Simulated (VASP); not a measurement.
## ZnAu: electric field gradients with PBEsol

Crystal: ZnAu.

```xyz
2
Lattice="3.0863 0.0000 0.0000 0.0000 3.0863 0.0000 0.0000 0.0000 3.0863" Properties=species:S:1:pos:R:3 pbc="T T T"
Zn    1.5431    1.5431    1.5431
Au    0.0000    0.0000    0.0000
```

```yaml
Program: VASP 6.6.1
Task: electric field gradients
Functional: PBEsol
Potentials_or_basis: VASP PAW PBE potentials, release 64 (Zn, Au)
Cutoff: 520 eV
k_mesh: 13 × 13 × 13
Occupations: fermi-dirac, width 0.05 eV
Spin: no spin polarisation
Dipole_correction: no
Further_INCAR_settings: ALGO = Normal; EDIFF = 1e-08; NBANDS = 18
```

The pressure is 6.7 GPa, the band gap on the k mesh is zero (an odd number of electrons rules out a gap without spin polarisation) and the largest electric field gradient by atom is zero within the noise of the run.

Levels at points of the mesh, in eV from the Fermi level:
| k point | band 7 | band 8 | band 9 | band 10 | band 11 | band 12 | band 13 | band 14 | band 15 | band 16 |
| --- | --- | --- | --- | --- | --- | --- | --- | --- | --- | --- |
| (0.00, 0.00, 0.00) | -5.71 | -5.71 | -3.90 | -3.90 | -3.90 | 4.96 | 4.96 | 4.96 | 9.50 | 12.48 |

Run time: 54 s on 1 thread of Intel Xeon 8259CL (shared host), peak memory 0.17 GiB.

Caveat: the cell stands under pressure; the PAW data sets were made with another functional, which shifts forces and pressure a little; spin-orbit coupling is left out, which moves the levels of the heavy elements.
